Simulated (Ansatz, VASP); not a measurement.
One calculation of C, two programs

```
C
1.0
     0.00000    1.42315   -3.36094
    -2.46496    0.00000    0.00000
    -0.82165   11.51351    3.65861
C
10
Direct
  0.47107 0.16396 0.70813
  0.75949 0.38185 0.05445
  0.93738 0.82738 0.21787
  0.11528 0.27290 0.38129
  0.29317 0.71843 0.54471
  0.81841 0.86368 0.10897
  0.99630 0.30920 0.27239
  0.17420 0.75473 0.43581
  0.35209 0.20026 0.59923
  0.52999 0.64578 0.76265
```

Alike in both runs: task single point; functional PBE; dispersion D3(BJ); k mesh 7 × 11 × 3; occupations gaussian, width 0.05 eV; no spin polarisation.

|  | VASP | Ansatz |
| --- | --- | --- |
| version | VASP 6.6.1 | Ansatz 0.2.0 |
| potentials or method | VASP PAW PBE potentials, release 64 (C), cutoff 520 eV | scalar-relativistic, plane waves, PAW |
| valence electrons in the cell | 40 | 40 |

VASP gave:

- gap on the k mesh at the Fermi level (eV): 0.03
- least direct gap on the mesh (eV): 0.03
- pressure (GPa): -1.2
- traceless stress, the component that is largest in VASP (GPa): -1.01
- rms of the force components (eV/Å): 0.705

Q: Which values does Ansatz return?

A: gap on the k mesh at the Fermi level (eV): 0.04; least direct gap on the mesh (eV): 0.04; pressure (GPa): -1.5; traceless stress, the component that is largest in VASP (GPa): -1.19; rms of the force components (eV/Å): 0.709.

Atom by atom the forces differ by 0.012 eV/Å (rms over components).
